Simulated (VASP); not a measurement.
Input of a VASP 6.6.1 run:

Contents of INCAR:

```
ALGO     = Fast           # electronic algorithm
EDIFF    = 1E-6           # SCF threshold, eV
ENCUT    = 520            # plane-wave cutoff, eV
GGA      = PS             # functional
ISIF     = 2              # what is computed and relaxed
ISMEAR   = 0              # smearing method
LASPH    = True           # aspherical terms in the spheres
LCHARG   = True           # write CHGCAR
LELF     = True           # ELF
LREAL    = False          # projectors in reciprocal space
LVHAR    = True         
LWAVE    = False          # write WAVECAR
NBANDS   = 32             # bands
NELM     = 100            # most SCF steps
PREC     = Accurate       # precision mode
SIGMA    = 0.15           # smearing width, eV
```

File KPOINTS:

```
k-points
0
Gamma
  19 19 7
```

The input POSCAR:

```
TiAl
1.0
    0.0000000000     -3.1564740775      0.0000000000
    0.0000000000      0.0000000000     -3.1564740775
    9.9694222324      0.0000000000      0.0000000000
Ti Al
3 3
Direct
    0.0000000000      0.0000000000      0.2374458298
    0.0000000000      0.0000000000      0.5540613772
    0.0000000000      0.0000000000      0.8706769246
    0.5000000000      0.5000000000      0.0791380561
    0.5000000000      0.5000000000      0.3957536035
    0.5000000000      0.5000000000      0.7123691509
```

Potentials or basis: VASP PAW PBE potentials, release 64 (Ti_sv, Al).

Launch:

```bash
$ cat potpaw_PBE.64/Ti_sv/POTCAR potpaw_PBE.64/Al/POTCAR > POTCAR
$ mpirun -np 1 vasp_std > vasp.out
```

(1) What does it give for the pressure?

(2) What does it give for the band gap on the k mesh?

(3) What does it give for the largest force?

Answers

(1) -3.8 GPa.

(2) zero (an odd number of electrons rules out a gap without spin polarisation).

(3) 1.147 eV/Å.

Caveat: the cell differs from its parent crystal (the distance across one plane changed); the cell stands under tension; the PAW data sets were made with another functional, which shifts forces and pressure a little.
